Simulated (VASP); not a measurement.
A run of VASP 6.6.1 is set up as follows.

File INCAR:

```
SYSTEM = Pt
ALGO = Normal
EDIFF = 1E-6
ENCUT = 520
GGA = RP
ISIF = 2
ISMEAR = -1
LASPH = .TRUE.
LCHARG = .FALSE.
LREAL = .FALSE.
LWAVE = .FALSE.
NBANDS = 17
NELM = 80
PREC = Accurate
SIGMA = 0.1
```

File KPOINTS:

```
k-points
0
G
  15 15 8
  0 0 0
```

The input POSCAR:

```
Pt
1.0
    2.8187452721      0.0000000000      0.0000000000
   -1.4093726360      2.4411050124      0.0000000000
    0.0000000000      0.0000000000      4.8508506034
Pt
2
Direct
    0.3333333333      0.6666666667      0.2500000000
    0.6666666667      0.3333333333      0.7500000000
```

Potentials or basis: VASP PAW PBE potentials, release 64 (Pt).

Command:

```bash
$ cat potpaw_PBE.64/Pt/POTCAR > POTCAR
$ mpirun -np 1 vasp_std > vasp.out
```

Question: What does it give for the band gap on the k mesh?

Answer: Zero (band 10 reaches 9.85 eV, above the bottom of band 11 at 8.74 eV).

Question: What does it give for the pressure?

Answer: -8.2 GPa.

Stress tensor (GPa, compression positive):
```
-8.53  0.00  0.00
 0.00 -8.53  0.00
 0.00  0.00 -7.65
```

Caveat: the PAW data sets were made with another functional, which shifts forces and pressure a little; spin-orbit coupling is left out, which moves the levels of the heavy elements.
